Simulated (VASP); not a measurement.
# Al (Im-3m) in VASP: further runs

The runs below take Al through single point, relaxation of cell and atoms, with PBEsol.

Program: VASP 6.6.1. These are calculated values, not measurements. Logs are shortened: lines on timing, memory, paths and dates and some standing lists are left out, and cuts for length are marked.

## Step 1: The cell of the first run

The structure is cubic, space group Im-3m (No. 229). Conventional cell: a = 3.212 Å, b = 3.212 Å, c = 3.212 Å, α = 90.00°, β = 90.00°, γ = 90.00°. Al (site symmetry m-3m) has 14 Al at 2.78 to 3.21 Å within 3.7 Å.

## Step 2: Single point, PBEsol

Input file INCAR:

```
SYSTEM = Al
PREC = Accurate ; ENCUT = 520
EDIFF = 1E-6 ; ISMEAR = 0
SIGMA = 0.1 ; LREAL = .FALSE.
LASPH = .TRUE. ; NELM = 80
ALGO = Normal ; ISIF = 2
LWAVE = .FALSE. ; LCHARG = .FALSE.
GGA = PS ; NBANDS = 8
```

Input file KPOINTS:

```
Automatic mesh
0
G
  9 9 9
  0 0 0
```

Input file POSCAR:

```
Al
1.0
   -1.6062324416      1.6062324416      1.6062324416
    1.6062324416     -1.6062324416      1.6062324416
    1.6062324416      1.6062324416     -1.6062324416
Al
1
Direct
    0.0000000000      0.0000000000      0.0000000000
```

Potentials or basis: VASP PAW PBE potentials, release 64 (Al).

Started as:

```
$ cat potpaw_PBE.64/Al/POTCAR > POTCAR
$ mpirun -np 1 vasp_std > vasp.out
```

OUTCAR:

```text
SYSTEM = Al
   PREC = Accurate
   ENCUT = 520
   EDIFF = 1E-6
   ISMEAR = 0
   LREAL = .FALSE.
   LASPH = .TRUE.
   NELM = 80
   ISIF = 2
   GGA = PS

 ion  position               nearest neighbor table
   1  0.000  0.000  0.000-

  LATTYP: Found a body centered cubic cell.
 ALAT       =     3.2124648832

  Lattice vectors:

 A1 = (  -1.6062324416,   1.6062324416,   1.6062324416)
 A2 = (   1.6062324416,  -1.6062324416,   1.6062324416)
 A3 = (   1.6062324416,   1.6062324416,  -1.6062324416)

Analysis of symmetry for initial positions (statically):
=====================================================================
 Subroutine PRICEL returns:
 Original cell was already a primitive cell.

 Routine SETGRP: Setting up the symmetry group for a
 body centered cubic supercell.

 Subroutine GETGRP returns: Found 48 space group operations
 (whereof 48 operations were pure point group operations)
 out of a pool of 48 trial point group operations.

The static configuration has the point symmetry O_h .

Analysis of symmetry for dynamics (positions and initial velocities):
=====================================================================
 Subroutine PRICEL returns:
 Original cell was already a primitive cell.

 Routine SETGRP: Setting up the symmetry group for a
 body centered cubic supercell.

 Subroutine GETGRP returns: Found 48 space group operations
 (whereof 48 operations were pure point group operations)
 out of a pool of 48 trial point group operations.

The dynamic configuration has the point symmetry O_h .

 Subroutine INISYM returns: Found 48 space group operations
 (whereof 48 operations are pure point group operations),
 and found     1 'primitive' translations

----------------------------------------------------------------------------------------

                                     Primitive cell

  volume of cell :      16.5762

  direct lattice vectors                    reciprocal lattice vectors
    -1.606232442  1.606232442  1.606232442     0.000000000  0.311287449  0.311287449
     1.606232442 -1.606232442  1.606232442     0.311287449  0.000000000  0.311287449
     1.606232442  1.606232442 -1.606232442     0.311287449  0.311287449  0.000000000

  length of vectors
     2.782076198  2.782076198  2.782076198     0.440226933  0.440226933  0.440226933

  position of ions in fractional coordinates (direct lattice)
     0.000000000  0.000000000  0.000000000

  ion indices of the primitive-cell ions
   primitive index   ion index
                 1           1

----------------------------------------------------------------------------------------

 KPOINTS: Automatic mesh

Automatic generation of k-mesh.
 Grid dimensions read from file:
 generate k-points for:    9    9    9

 Generating k-lattice:

  Cartesian coordinates                     Fractional coordinates (reciprocal lattice)
     0.000000000  0.034587494  0.034587494     0.111111111  0.000000000  0.000000000
     0.034587494  0.000000000  0.034587494     0.000000000  0.111111111  0.000000000
     0.034587494  0.034587494  0.000000000     0.000000000  0.000000000  0.111111111

  Length of vectors
     0.048914104  0.048914104  0.048914104

  Shift w.r.t. Gamma in fractional coordinates (k-lattice)
     0.000000000  0.000000000  0.000000000

 Subroutine IBZKPT returns following result:
 ===========================================

 Found     35 irreducible k-points:

 Following reciprocal coordinates:
            Coordinates               Weight
  0.000000  0.000000  0.000000      1.000000
  0.111111  0.000000  0.000000     12.000000
  0.222222  0.000000  0.000000     12.000000
  0.333333  0.000000  0.000000     12.000000
  0.444444  0.000000  0.000000     12.000000
  0.111111  0.111111  0.000000     24.000000
[... 16 lines left out ...]
 -0.333333  0.444444  0.111111     48.000000
 -0.444444 -0.444444  0.111111     24.000000
 [... further k-points ...]
   k-points           NKPTS =     35   k-points in BZ     NKDIM =     35   number of bands    NBANDS=      8
   number of dos      NEDOS =    301   number of ions     NIONS =      1
   total plane-waves  NPLWV =  13824
   dimension x,y,z NGX =    24 NGY =   24 NGZ =   24
   dimension x,y,z NGXF=    48 NGYF=   48 NGZF=   48
   ions per type =               1
   NGX,Y,Z   is equivalent  to a cutoff of  14.34, 14.34, 14.34 a.u.
   NGXF,Y,Z  is equivalent  to a cutoff of  28.68, 28.68, 28.68 a.u.
 SYSTEM =  Al
   PREC   = accura    normal or accurate (medium, high low for compatibility)
   ISTART =      0    job   : 0-new  1-cont  2-samecut
   ICHARG =      2    charge: 1-file 2-atom 10-const
   ISPIN  =      1    spin polarized calculation?
   LNONCOLLINEAR =      F non collinear calculations
   LSORBIT =      F    spin-orbit coupling
   LASPH  =      T    aspherical Exc in radial PAW
   ENCUT  =  520.0 eV  38.22 Ry    6.18 a.u.   5.17  5.17  5.17*2*pi/ulx,y,z
   NELM   =     80;   NELMIN=  2; NELMDL= -5     # of ELM steps
   EDIFF  = 0.1E-05   stopping-criterion for ELM
   LREAL  =      F    real-space projection
   EDIFFG = 0.1E-04   stopping-criterion for IOM
   NSW    =      0    number of steps for IOM
   IBRION =     -1    ionic relax: 0-MD 1-quasi-New 2-CG
   NFREE  =      0    steps in history (QN), initial steepest desc. (CG)
   ISIF   =      2    stress and relaxation
   ISYM   =      2    0-nonsym 1-usesym 2-fastsym
   POTIM  = 0.5000    time-step for ionic-motion
   TEBEG  =    0.0;   TEEND  =   0.0 temperature during run
   PSTRESS=    0.0 pullay stress
   NELECT =       3.0000    total number of electrons
   NUPDOWN=      -1.0000    fix difference up-down
   EMIN   =  10.00;   EMAX   =-10.00  energy-range for DOS
   EFERMI =   0.00;   METHOD = LEGACY
   ISMEAR =     0;   SIGMA  =   0.10  broadening in eV -4-tet -1-fermi 0-gaus
   EFERMI_NEDOS =   21; number of points for ismear=-14 and -15
   IALGO  =     38    algorithm
   IMIX   =      4    mixing-type and parameters
     AMIX     =   0.40;   BMIX     =  1.00
     AMIX_MAG =   1.60;   BMIX_MAG =  1.00
  volume/ion in A,a.u.               =      16.58       111.86
  Fermi-wavevector in a.u.,A,eV,Ry     =   0.926020  1.749923 11.667164  0.857512
  Thomas-Fermi vector in A             =   2.051937
   LORBIT       =      0    0 simple, 1 ext, 2 COOP (PROOUT), +10 PAW based schemes
   GGA     = PS    functional components
   LHFCALC =     F    Hartree Fock is set to
   AEXX    =    0.0000 exact exchange contribution
   IVDW    =     0    specifies the selected vdW correction
   LEPSILON=     F    determine dielectric tensor
   LRPA    =     F    only Hartree local field effects (RPA)
 non-spin polarized calculation
 Gauss-broadening in eV      SIGMA  =   0.10
  energy-cutoff  :      520.00
  volume of cell :       16.58
 maximum number of plane-waves:       454
 NGX is ok and might be reduce to    24
   NGX = 11   NGY = 11   NGZ = 11

 number of electron       3.0000000 magnetization

 Free energy of the ion-electron system (eV)
  ---------------------------------------------------
  ext. energy  EPLUGINS =         0.00000000
  ---------------------------------------------------
  free energy    TOTEN  =        -3.98902999 eV

  energy without entropy =       -3.98799806  energy(sigma->0) =       -3.98851402

 E-fermi :   7.9393     XC(G=0): -10.2438

 val. band max:        7.7937761745   @ k =   0.2222   0.2222   0.2222
 cond. band min:       8.0738306637   @ k =  -0.3333   0.4444   0.1111
 fundamental gap:      0.2800544892
 Fermi energy:         7.9393247081

 k-point     1 :       0.0000    0.0000    0.0000
  band No.  band energies     occupation
      1      -3.1914      2.00000
      2      21.1173      0.00000
      3      21.1173      0.00000
      4      21.1173      0.00000
      5      22.5141      0.00000
      6      22.5141      0.00000
      7      22.5141      0.00000
      8      24.1527      0.00000

 k-point     2 :       0.1111    0.0000    0.0000
  band No.  band energies     occupation
      1      -2.8375      2.00000
      2      17.8311      0.00000
      3      19.4262      0.00000
      4      19.9357      0.00000
      5      21.3455      0.00000
      6      22.4400      0.00000
      7      23.6990      0.00000
      8      24.3255      0.00000

 k-point     3 :       0.2222    0.0000    0.0000
  band No.  band energies     occupation
      1      -1.7811      2.00000
      2      13.2792      0.00000
      3      17.7629      0.00000
      4      18.1902      0.00000
      5      19.7016      0.00000
      6      21.0118      0.00000
      7      25.1197      0.00000
      8      25.1267      0.00000

 k-point     4 :       0.3333    0.0000    0.0000
  band No.  band energies     occupation
      1      -0.0377      2.00000
      2       9.0849      0.00000
      3      16.6476      0.00000
      4      16.8977      0.00000
      5      18.5160      0.00000
      6      19.9340      0.00000
      7      26.4541      0.00000
      8      26.9882      0.00000

 k-point     5 :       0.4444    0.0000    0.0000
  band No.  band energies     occupation
      1       2.3629      2.00000
      2       5.4446      2.00000
      3      16.0913      0.00000
      4      16.2323      0.00000
      5      17.9120      0.00000
      6      19.3488      0.00000
      7      28.0813      0.00000
      8      29.1705      0.00000

 k-point     6 :       0.1111    0.1111    0.0000
  band No.  band energies     occupation
      1      -2.1324      2.00000
      2      15.5904      0.00000
      3      15.9017      0.00000
      4      18.4315      0.00000
      5      21.7753      0.00000
      6      21.8098      0.00000
      7      24.4899      0.00000
      8      24.8783      0.00000

 k-point     7 :       0.2222    0.1111    0.0000
  band No.  band energies     occupation
      1      -0.7324      2.00000
      2      11.3461      0.00000
      3      14.2121      0.00000
      4      17.0153      0.00000
      5      20.4565      0.00000
      6      22.3538      0.00000
      7      24.3135      0.00000
      8      27.4883      0.00000

 k-point     8 :       0.3333    0.1111    0.0000
  band No.  band energies     occupation
      1       1.3412      2.00000
      2       7.4343      2.00000
      3      13.2569      0.00000
      4      16.1225      0.00000
      5      19.5614      0.00000
      6      22.1418      0.00000
      7      25.5234      0.00000
      8      29.2441      0.00000

 k-point     9 :       0.4444    0.1111    0.0000
  band No.  band energies     occupation
      1       3.8480      2.00000
      2       4.3096      2.00000
      3      12.9369      0.00000
      4      15.8209      0.00000
      5      19.2543      0.00000
      6      21.9485      0.00000
      7      27.1975      0.00000
      8      28.2646      0.00000

 k-point    10 :       0.2222    0.2222    0.0000
  band No.  band energies     occupation
      1       0.9980      2.00000
      2       9.7640      0.00000
      3      10.3892      0.00000
      4      15.8911      0.00000
      5      21.7097      0.00000
      6      22.1255      0.00000
      7      27.1201      0.00000
      8      27.2539      0.00000
[... 78 lines left out ...]
 k-point    18 :       0.3333    0.2222    0.1111
  band No.  band energies     occupation
      1       5.1617      2.00000
      2       5.6495      2.00000
      3       8.4824      0.00000
      4      11.5175      0.00000
      5      25.7405      0.00000
      6      27.1234      0.00000
      7      28.1608      0.00000
      8      29.9826      0.00000

 k-point    19 :      -0.2222    0.2222    0.1111
  band No.  band energies     occupation
      1      -1.4306      2.00000
      2      13.5322      0.00000
      3      15.4963      0.00000
      4      17.8425      0.00000
      5      19.6903      0.00000
      6      21.0136      0.00000
      7      23.9005      0.00000
      8      27.0116      0.00000

 k-point    20 :      -0.3333    0.3333    0.1111
  band No.  band energies     occupation
      1       0.3086      2.00000
      2       9.4002      0.00000
      3      14.2690      0.00000
      4      16.6032      0.00000
      5      19.9006      0.00000
      6      20.7308      0.00000
      7      23.2896      0.00000
      8      28.8712      0.00000

 k-point    21 :      -0.2222    0.3333    0.1111
  band No.  band energies     occupation
      1      -0.0374      2.00000
      2      11.7034      0.00000
      3      12.1988      0.00000
      4      17.8899      0.00000
      5      18.4288      0.00000
      6      20.6695      0.00000
      7      26.2892      0.00000
      8      26.4432      0.00000

 k-point    22 :      -0.4444    0.4444    0.1111
  band No.  band energies     occupation
      1       2.7025      2.00000
      2       5.7781      2.00000
      3      13.6526      0.00000
      4      15.9622      0.00000
      5      19.3079      0.00000
      6      21.2561      0.00000
      7      24.1188      0.00000
      8      26.8817      0.00000

 k-point    23 :      -0.3333    0.4444    0.1111
  band No.  band energies     occupation
      1       2.0258      2.00000
      2       8.0738      0.05714
      3      11.0244      0.00000
      4      17.2175      0.00000
      5      19.3069      0.00000
      6      20.4620      0.00000
      7      24.7032      0.00000
      8      27.1222      0.00000

 k-point    24 :      -0.4444   -0.4444    0.1111
  band No.  band energies     occupation
      1       4.5052      2.00000
      2       4.9931      2.00000
      3      10.6943      0.00000
      4      16.9148      0.00000
      5      19.2831      0.00000
      6      22.3650      0.00000
      7      22.4563      0.00000
      8      26.6361      0.00000

 [... further k-points ...]
[... 5 lines left out ...]
  --------------------------------------------------------------------------------------
  -------------------------------------------------------------------------------------
  Total        0.0084371      0.0084371      0.0084371     -0.0000000      0.0000000     -0.0000000
  in kB        0.8154926      0.8154926      0.8154926     -0.0000000      0.0000000     -0.0000000
  external PRESSURE =       0.8154926 kB  Pullay stress =       0.0000000 kB

 VOLUME and BASIS-vectors are now :
 -----------------------------------------------------------------------------
  energy-cutoff  :      520.00
  volume of cell :       16.58
      direct lattice vectors                 reciprocal lattice vectors
    -1.606232442  1.606232442  1.606232442     0.000000000  0.311287449  0.311287449
     1.606232442 -1.606232442  1.606232442     0.311287449  0.000000000  0.311287449
     1.606232442  1.606232442 -1.606232442     0.311287449  0.311287449  0.000000000

 POSITION                                       TOTAL-FORCE (eV/Angst)
 -----------------------------------------------------------------------------------
      0.00000      0.00000      0.00000        -0.000000     -0.000000     -0.000000
 -----------------------------------------------------------------------------------
    total drift:                               -0.000000      0.000000      0.000000

  FREE ENERGIE OF THE ION-ELECTRON SYSTEM (eV)
  ---------------------------------------------------
  free  energy   TOTEN  =        -3.9890299865 eV

  energy  without entropy=       -3.9879980595  energy(sigma->0) =       -3.98851402
```

Wall time 1.8 s (1 thread of Intel Xeon 6975P-C (Granite Rapids), shared host); peak memory 0.13 GiB.

Results:

- Free energy: -3.9890 eV
- Pressure: 0.1 GPa

Caveat: the PAW data sets were made with another functional, which shifts forces and pressure a little.

(Continued in part 2 of 2.)
